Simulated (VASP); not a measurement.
# HfPb3 (Pm-3m) in VASP: notebook

Runs on HfPb3. Level: PBEsol. Tasks: single point.

Program: VASP 6.6.1. These are calculated values, not measurements. Logs are shortened: lines on timing, memory, paths and dates and some standing lists are left out, and cuts for length are marked.

## 1. The cell of the first run

The structure is cubic, space group Pm-3m (No. 221). The conventional cell has a = 4.641 Å, b = 4.641 Å, c = 4.641 Å, α = 90.00°, β = 90.00°, γ = 90.00°. Hf (site symmetry m-3m) has 12 Pb at 3.28 Å within 4.3 Å. Within 4.3 Å of Pb (site symmetry 4/mmm) lie 4 Hf at 3.28 Å and 8 Pb at 3.28 Å.

## 2. Single point, PBEsol (24.99 Å³/atom)

INCAR reads:

```
SYSTEM = HfPb3
  PREC = Accurate
  ENCUT = 520
  EDIFF = 1E-6
  ISMEAR = 0
  SIGMA = 0.05
  LREAL = .FALSE.
  LASPH = .TRUE.
  NELM = 60
  ALGO = Fast
  ISIF = 2
  LWAVE = .FALSE.
  LCHARG = .TRUE.
  GGA = PS
  LELF = .TRUE.
  LVHAR = .TRUE.
  NBANDS = 34
```

KPOINTS reads:

```
regular mesh
0
G
  8 8 8
  0 0 0
```

POSCAR reads:

```
HfPb3
1.0
    4.6406850262      0.0000000000      0.0000000000
    0.0000000000      4.6406850262      0.0000000000
    0.0000000000      0.0000000000      4.6406850262
Hf Pb
1 3
Direct
    0.0000000000      0.0000000000      0.0000000000
    0.0000000000      0.5000000000      0.5000000000
    0.5000000000      0.5000000000      0.0000000000
    0.5000000000      0.0000000000      0.5000000000
```

Potentials or basis: VASP PAW PBE potentials, release 64 (Hf_pv, Pb_d).

Run with:

```bash
> cat potpaw_PBE.64/Hf_pv/POTCAR potpaw_PBE.64/Pb_d/POTCAR > POTCAR
> mpirun -np 1 vasp_std > vasp.out
```

OUTCAR:

```text
SYSTEM = HfPb3
   PREC = Accurate
   ENCUT = 520
   EDIFF = 1E-6
   ISMEAR = 0
   LREAL = .FALSE.
   LASPH = .TRUE.
   NELM = 60
   ISIF = 2
   GGA = PS

 ion  position               nearest neighbor table
   1  0.000  0.000  0.000-   2 3.28   3 3.28   4 3.28   2 3.28   4 3.28   2 3.28   3 3.28   2 3.28
                             3 3.28   4 3.28   4 3.28   3 3.28
   2  0.000  0.500  0.500-   1 3.28   3 3.28   4 3.28   1 3.28   3 3.28   1 3.28   4 3.28   1 3.28
                             3 3.28   4 3.28   3 3.28   4 3.28
   3  0.500  0.500  0.000-   1 3.28   2 3.28   4 3.28   2 3.28   4 3.28   1 3.28   4 3.28   4 3.28
                             1 3.28   2 3.28   2 3.28   1 3.28
   4  0.500  0.000  0.500-   1 3.28   2 3.28   3 3.28   1 3.28   3 3.28   2 3.28   3 3.28   3 3.28
                             1 3.28   2 3.28   1 3.28   2 3.28

  LATTYP: Found a simple cubic cell.
 ALAT       =     4.6406850262

  Lattice vectors:

 A1 = (   4.6406850262,   0.0000000000,   0.0000000000)
 A2 = (   0.0000000000,   4.6406850262,   0.0000000000)
 A3 = (   0.0000000000,   0.0000000000,   4.6406850262)

Analysis of symmetry for initial positions (statically):
=====================================================================
 Subroutine PRICEL returns:
 Original cell was already a primitive cell.

 Routine SETGRP: Setting up the symmetry group for a
 simple cubic supercell.

 Subroutine GETGRP returns: Found 48 space group operations
 (whereof 48 operations were pure point group operations)
 out of a pool of 48 trial point group operations.

The static configuration has the point symmetry O_h .

Analysis of symmetry for dynamics (positions and initial velocities):
=====================================================================
 Subroutine PRICEL returns:
 Original cell was already a primitive cell.

 Routine SETGRP: Setting up the symmetry group for a
 simple cubic supercell.

 Subroutine GETGRP returns: Found 48 space group operations
 (whereof 48 operations were pure point group operations)
 out of a pool of 48 trial point group operations.

The dynamic configuration has the point symmetry O_h .

 Subroutine INISYM returns: Found 48 space group operations
 (whereof 48 operations are pure point group operations),
 and found     1 'primitive' translations

----------------------------------------------------------------------------------------

                                     Primitive cell

  volume of cell :      99.9416

  direct lattice vectors                    reciprocal lattice vectors
     4.640685026  0.000000000  0.000000000     0.215485428  0.000000000  0.000000000
     0.000000000  4.640685026  0.000000000     0.000000000  0.215485428  0.000000000
     0.000000000  0.000000000  4.640685026     0.000000000  0.000000000  0.215485428

  length of vectors
     4.640685026  4.640685026  4.640685026     0.215485428  0.215485428  0.215485428

  position of ions in fractional coordinates (direct lattice)
     0.000000000  0.000000000  0.000000000
     0.000000000  0.500000000  0.500000000
     0.500000000  0.500000000  0.000000000
     0.500000000  0.000000000  0.500000000

  ion indices of the primitive-cell ions
   primitive index   ion index
                 1           1
                 2           2
                 3           3
                 4           4

----------------------------------------------------------------------------------------

 KPOINTS: regular mesh

Automatic generation of k-mesh.
 Grid dimensions read from file:
 generate k-points for:    8    8    8

 Generating k-lattice:

  Cartesian coordinates                     Fractional coordinates (reciprocal lattice)
     0.026935679  0.000000000  0.000000000     0.125000000  0.000000000  0.000000000
     0.000000000  0.026935679  0.000000000     0.000000000  0.125000000  0.000000000
     0.000000000  0.000000000  0.026935679     0.000000000  0.000000000  0.125000000

  Length of vectors
     0.026935679  0.026935679  0.026935679

  Shift w.r.t. Gamma in fractional coordinates (k-lattice)
     0.000000000  0.000000000  0.000000000

 Subroutine IBZKPT returns following result:
 ===========================================

 Found     35 irreducible k-points:

 Following reciprocal coordinates:
            Coordinates               Weight
  0.000000  0.000000  0.000000      1.000000
  0.125000  0.000000  0.000000      6.000000
  0.250000  0.000000  0.000000      6.000000
  0.375000  0.000000  0.000000      6.000000
  0.500000  0.000000  0.000000      3.000000
  0.125000  0.125000  0.000000     12.000000
[... 16 lines left out ...]
  0.375000  0.375000  0.125000     24.000000
  0.500000  0.375000  0.125000     24.000000
 [... further k-points ...]
   k-points           NKPTS =     35   k-points in BZ     NKDIM =     35   number of bands    NBANDS=     34
   number of dos      NEDOS =    301   number of ions     NIONS =      4
   total plane-waves  NPLWV =  46656
   dimension x,y,z NGX =    36 NGY =   36 NGZ =   36
   dimension x,y,z NGXF=    72 NGYF=   72 NGZF=   72
   ions per type =               1   3
   NGX,Y,Z   is equivalent  to a cutoff of  12.90, 12.90, 12.90 a.u.
   NGXF,Y,Z  is equivalent  to a cutoff of  25.79, 25.79, 25.79 a.u.
 SYSTEM =  HfPb3
   PREC   = accura    normal or accurate (medium, high low for compatibility)
   ISTART =      0    job   : 0-new  1-cont  2-samecut
   ICHARG =      2    charge: 1-file 2-atom 10-const
   ISPIN  =      1    spin polarized calculation?
   LNONCOLLINEAR =      F non collinear calculations
   LSORBIT =      F    spin-orbit coupling
   LASPH  =      T    aspherical Exc in radial PAW
   ENCUT  =  520.0 eV  38.22 Ry    6.18 a.u.   8.63  8.63  8.63*2*pi/ulx,y,z
   NELM   =     60;   NELMIN=  2; NELMDL= -5     # of ELM steps
   EDIFF  = 0.1E-05   stopping-criterion for ELM
   LREAL  =      F    real-space projection
   EDIFFG = 0.1E-04   stopping-criterion for IOM
   NSW    =      0    number of steps for IOM
   IBRION =     -1    ionic relax: 0-MD 1-quasi-New 2-CG
   NFREE  =      0    steps in history (QN), initial steepest desc. (CG)
   ISIF   =      2    stress and relaxation
   ISYM   =      2    0-nonsym 1-usesym 2-fastsym
   POTIM  = 0.5000    time-step for ionic-motion
   TEBEG  =    0.0;   TEEND  =   0.0 temperature during run
   PSTRESS=    0.0 pullay stress
   NELECT =      52.0000    total number of electrons
   NUPDOWN=      -1.0000    fix difference up-down
   EMIN   =  10.00;   EMAX   =-10.00  energy-range for DOS
   EFERMI =   0.00;   METHOD = LEGACY
   ISMEAR =     0;   SIGMA  =   0.05  broadening in eV -4-tet -1-fermi 0-gaus
   EFERMI_NEDOS =   21; number of points for ismear=-14 and -15
   IALGO  =     68    algorithm
   IMIX   =      4    mixing-type and parameters
     AMIX     =   0.40;   BMIX     =  1.00
     AMIX_MAG =   1.60;   BMIX_MAG =  1.00
  volume/ion in A,a.u.               =      24.99       168.61
  Fermi-wavevector in a.u.,A,eV,Ry     =   1.316721  2.488242 23.589168  1.733755
  Thomas-Fermi vector in A             =   2.446813
   LORBIT       =      0    0 simple, 1 ext, 2 COOP (PROOUT), +10 PAW based schemes
   GGA     = PS    functional components
   LHFCALC =     F    Hartree Fock is set to
   AEXX    =    0.0000 exact exchange contribution
   IVDW    =     0    specifies the selected vdW correction
   LEPSILON=     F    determine dielectric tensor
   LRPA    =     F    only Hartree local field effects (RPA)
 non-spin polarized calculation
 RMM-DIIS sequential band-by-band and
 Gauss-broadening in eV      SIGMA  =   0.05
  energy-cutoff  :      520.00
  volume of cell :       99.94
 maximum number of plane-waves:      2730
 NGX is ok and might be reduce to    36
   NGX = 17   NGY = 17   NGZ = 17

 number of electron      51.9999996 magnetization

 Free energy of the ion-electron system (eV)
  ---------------------------------------------------
  ext. energy  EPLUGINS =         0.00000000
  ---------------------------------------------------
  free energy    TOTEN  =       -21.52702370 eV

  energy without entropy =      -21.52351033  energy(sigma->0) =      -21.52526701

 E-fermi :   8.4082     XC(G=0): -11.2069

 val. band max:        8.3677707955   @ k =   0.1250   0.0000   0.0000
 cond. band min:       8.4161592130   @ k =   0.3750   0.2500   0.1250
 fundamental gap:      0.0483884174
 Fermi energy:         8.4081797702

 k-point     1 :       0.0000    0.0000    0.0000
  band No.  band energies     occupation
      1     -23.5856      2.00000
      2     -23.5856      2.00000
      3     -23.5856      2.00000
      4      -9.0310      2.00000
      5      -9.0214      2.00000
      6      -9.0214      2.00000
[... 26 lines left out ...]
     33      10.5895      0.00000
     34      12.8695      0.00000

 k-point     2 :       0.1250    0.0000    0.0000
  band No.  band energies     occupation
      1     -23.5868      2.00000
      2     -23.5857      2.00000
      3     -23.5857      2.00000
      4      -9.0169      2.00000
      5      -9.0121      2.00000
      6      -8.9973      2.00000
[... 26 lines left out ...]
     33      11.5786      0.00000
     34      12.1950      0.00000

 k-point     3 :       0.2500    0.0000    0.0000
  band No.  band energies     occupation
      1     -23.5897      2.00000
      2     -23.5858      2.00000
      3     -23.5858      2.00000
      4      -9.0056      2.00000
      5      -8.9608      2.00000
      6      -8.9280      2.00000
[... 26 lines left out ...]
     33      11.2698      0.00000
     34      12.7835      0.00000
[... 704 lines left out ...]
 k-point    23 :       0.3750    0.3750    0.1250
  band No.  band energies     occupation
      1     -23.5916      2.00000
      2     -23.5911      2.00000
      3     -23.5869      2.00000
      4      -8.8863      2.00000
      5      -8.8375      2.00000
      6      -8.7897      2.00000
[... 26 lines left out ...]
     33      13.0475      0.00000
     34      13.4717      0.00000

 k-point    24 :       0.5000    0.3750    0.1250
  band No.  band energies     occupation
      1     -23.5922      2.00000
      2     -23.5912      2.00000
      3     -23.5869      2.00000
      4      -8.8572      2.00000
      5      -8.8280      2.00000
      6      -8.8156      2.00000
[... 26 lines left out ...]
     33      13.5174      0.00000
     34      13.9022      0.00000

 [... further k-points ...]
[... 5 lines left out ...]
  --------------------------------------------------------------------------------------
  -------------------------------------------------------------------------------------
  Total        1.7705718      1.7705718      1.7705718      0.0000000     -0.0000000      0.0000000
  in kB       28.3842771     28.3842771     28.3842771      0.0000000     -0.0000000      0.0000000
  external PRESSURE =      28.3842771 kB  Pullay stress =       0.0000000 kB

 VOLUME and BASIS-vectors are now :
 -----------------------------------------------------------------------------
  energy-cutoff  :      520.00
  volume of cell :       99.94
      direct lattice vectors                 reciprocal lattice vectors
     4.640685026  0.000000000  0.000000000     0.215485428  0.000000000  0.000000000
     0.000000000  4.640685026  0.000000000     0.000000000  0.215485428  0.000000000
     0.000000000  0.000000000  4.640685026     0.000000000  0.000000000  0.215485428

 POSITION                                       TOTAL-FORCE (eV/Angst)
 -----------------------------------------------------------------------------------
      0.00000      0.00000      0.00000         0.000000      0.000000      0.000000
      0.00000      2.32034      2.32034         0.000000      0.000000      0.000000
      2.32034      2.32034      0.00000         0.000000      0.000000      0.000000
      2.32034      0.00000      2.32034         0.000000      0.000000      0.000000
 -----------------------------------------------------------------------------------
    total drift:                                0.000000      0.000000      0.000000

  FREE ENERGIE OF THE ION-ELECTRON SYSTEM (eV)
  ---------------------------------------------------
  free  energy   TOTEN  =       -21.5270236989 eV

  energy  without entropy=      -21.5235103256  energy(sigma->0) =      -21.52526701
```

Run time: 3.2 min. Hardware: 1 thread of Oxide Virtual Turin-like, shared host; peak memory 0.23 GiB.

Results:

```
Free energy            : -21.5270 eV
Pressure               : 2.8 GPa
Band gap on the k mesh : zero (bands 26 and 27 overlap by 0.92 eV)
```

Caveat: the PAW data sets were made with another functional, which shifts forces and pressure a little; spin-orbit coupling is left out, which moves the levels of the heavy elements.

## 3. Single point, PBEsol (25.51 Å³/atom)

This run uses another cell than the first one, of 25.51 Å³/atom.

INCAR reads:

```
PREC = Accurate
ENCUT = 520
EDIFF = 1E-7
ISMEAR = 0
SIGMA = 0.05
LREAL = False
LASPH = True
NELM = 60
ALGO = Fast
ISIF = 2
LWAVE = False
LCHARG = False
GGA = PS
NBANDS = 34
```

KPOINTS reads:

```
regular mesh
0
Gamma
  8 8 8
```

POSCAR reads:

```
HfPb3
1.0
    4.6726907619      0.0000000000      0.0000000000
    0.0000000000      4.6726907619      0.0000000000
    0.0000000000      0.0000000000      4.6726907619
Hf Pb
1 3
Direct
    0.0000000000      0.0000000000      0.0000000000
    0.0000000000      0.5000000000      0.5000000000
    0.5000000000      0.5000000000      0.0000000000
    0.5000000000      0.0000000000      0.5000000000
```

Potentials or basis: VASP PAW PBE potentials, release 64 (Hf_pv, Pb_d).

Run with:

```bash
> cat potpaw_PBE.64/Hf_pv/POTCAR potpaw_PBE.64/Pb_d/POTCAR > POTCAR
> mpirun -np 1 vasp_std > vasp.out
```

OUTCAR:

```text
PREC = Accurate
   ENCUT = 520
   EDIFF = 1E-7
   ISMEAR = 0
   LREAL = False
   LASPH = True
   NELM = 60
   ISIF = 2
   GGA = PS

 ion  position               nearest neighbor table
   1  0.000  0.000  0.000-   2 3.30   3 3.30   4 3.30   2 3.30   4 3.30   2 3.30   3 3.30   2 3.30
                             3 3.30   4 3.30   4 3.30   3 3.30
   2  0.000  0.500  0.500-   1 3.30   3 3.30   4 3.30   1 3.30   3 3.30   1 3.30   4 3.30   1 3.30
                             3 3.30   4 3.30   3 3.30   4 3.30
   3  0.500  0.500  0.000-   1 3.30   2 3.30   4 3.30   2 3.30   4 3.30   1 3.30   4 3.30   4 3.30
                             1 3.30   2 3.30   2 3.30   1 3.30
   4  0.500  0.000  0.500-   1 3.30   2 3.30   3 3.30   1 3.30   3 3.30   2 3.30   3 3.30   3 3.30
                             1 3.30   2 3.30   1 3.30   2 3.30

  LATTYP: Found a simple cubic cell.
 ALAT       =     4.6726907619

  Lattice vectors:

 A1 = (   4.6726907619,   0.0000000000,   0.0000000000)
 A2 = (   0.0000000000,   4.6726907619,   0.0000000000)
 A3 = (   0.0000000000,   0.0000000000,   4.6726907619)

Analysis of symmetry for initial positions (statically):
=====================================================================
[... 174 lines left out ...]
  free energy    TOTEN  =       -21.55416078 eV

  energy without entropy =      -21.54988730  energy(sigma->0) =      -21.55202404

 E-fermi :   8.1509     XC(G=0): -11.1042

 val. band max:        8.1147192336   @ k =   0.1250   0.0000   0.0000
 cond. band min:       8.1581448158   @ k =   0.3750   0.2500   0.1250
 fundamental gap:      0.0434255822
 Fermi energy:         8.1509048406

 k-point     1 :       0.0000    0.0000    0.0000
  band No.  band energies     occupation
      1     -23.8731      2.00000
      2     -23.8731      2.00000
      3     -23.8731      2.00000
      4      -9.2232      2.00000
      5      -9.2153      2.00000
      6      -9.2153      2.00000
[... 877 lines left out ...]
     33      13.1619      0.00000
     34      13.3247      0.00000

 [... further k-points ...]
[... 5 lines left out ...]
  --------------------------------------------------------------------------------------
  -------------------------------------------------------------------------------------
  Total        0.7757636      0.7757636      0.7757636      0.0000000     -0.0000000      0.0000000
  in kB       12.1825686     12.1825686     12.1825686      0.0000000     -0.0000000      0.0000000
  external PRESSURE =      12.1825686 kB  Pullay stress =       0.0000000 kB

 VOLUME and BASIS-vectors are now :
 -----------------------------------------------------------------------------
  energy-cutoff  :      520.00
  volume of cell :      102.02
      direct lattice vectors                 reciprocal lattice vectors
     4.672690762  0.000000000  0.000000000     0.214009454  0.000000000  0.000000000
     0.000000000  4.672690762  0.000000000     0.000000000  0.214009454  0.000000000
     0.000000000  0.000000000  4.672690762     0.000000000  0.000000000  0.214009454

 POSITION                                       TOTAL-FORCE (eV/Angst)
 -----------------------------------------------------------------------------------
      0.00000      0.00000      0.00000         0.000000      0.000000      0.000000
      0.00000      2.33635      2.33635         0.000000      0.000000      0.000000
      2.33635      2.33635      0.00000         0.000000      0.000000      0.000000
      2.33635      0.00000      2.33635         0.000000      0.000000      0.000000
 -----------------------------------------------------------------------------------
    total drift:                                0.000000      0.000000      0.000000

  FREE ENERGIE OF THE ION-ELECTRON SYSTEM (eV)
  ---------------------------------------------------
  free  energy   TOTEN  =       -21.5541607769 eV

  energy  without entropy=      -21.5498872985  energy(sigma->0) =      -21.55202404
```

OSZICAR:

```text
N       E                     dE             d eps       ncg     rms          rms(c)
DAV:   1     0.594410557641E+03    0.59441E+03   -0.25589E+04  2380   0.184E+03
DAV:   2     0.302132292905E+02   -0.56420E+03   -0.55272E+03  2402   0.493E+02
DAV:   3    -0.205087551601E+02   -0.50722E+02   -0.49903E+02  2956   0.181E+02
DAV:   4    -0.225685476762E+02   -0.20598E+01   -0.20489E+01  3042   0.379E+01
DAV:   5    -0.226518095243E+02   -0.83262E-01   -0.83237E-01  3192   0.675E+00    0.248E+01
RMM:   6    -0.216158550881E+02    0.10360E+01   -0.21205E+00  3175   0.502E+00    0.149E+01
RMM:   7    -0.215718023547E+02    0.44053E-01   -0.94085E-01  3267   0.567E+00    0.558E+00
RMM:   8    -0.215601504722E+02    0.11652E-01   -0.12623E-01  3027   0.195E+00    0.495E-01
RMM:   9    -0.215567850734E+02    0.33654E-02   -0.50496E-02  3354   0.210E+00    0.431E-01
RMM:  10    -0.215543822042E+02    0.24029E-02   -0.86929E-03  3534   0.636E-01    0.299E-01
RMM:  11    -0.215541486302E+02    0.23357E-03   -0.24778E-03  3745   0.240E-01    0.161E-01
RMM:  12    -0.215541558750E+02   -0.72449E-05   -0.41314E-04  3486   0.128E-01    0.947E-02
RMM:  13    -0.215541594520E+02   -0.35770E-05   -0.96229E-05  3917   0.503E-02    0.511E-02
RMM:  14    -0.215541594950E+02   -0.42990E-07   -0.17792E-05  3432   0.305E-02    0.170E-02
RMM:  15    -0.215541606906E+02   -0.11956E-05   -0.39084E-06  3530   0.124E-02    0.548E-03
RMM:  16    -0.215541607769E+02   -0.86349E-07   -0.95690E-07  2711   0.518E-03
   1 F= -.21554161E+02 E0= -.21552024E+02  d E =-.427348E-02
```

Wall time 2.8 min (1 thread of Oxide Virtual Turin-like, shared host); peak memory 0.22 GiB.

Results:

```yaml
Free_energy: -21.5542 eV
Pressure: 1.2 GPa
Band_gap_on_the_k_mesh: zero (bands 26 and 27 overlap by 0.91 eV)
```

Caveat: the PAW data sets were made with another functional, which shifts forces and pressure a little; spin-orbit coupling is left out, which moves the levels of the heavy elements.

The gap in the log of VASP goes by the Fermi energy; the results here count the filled bands.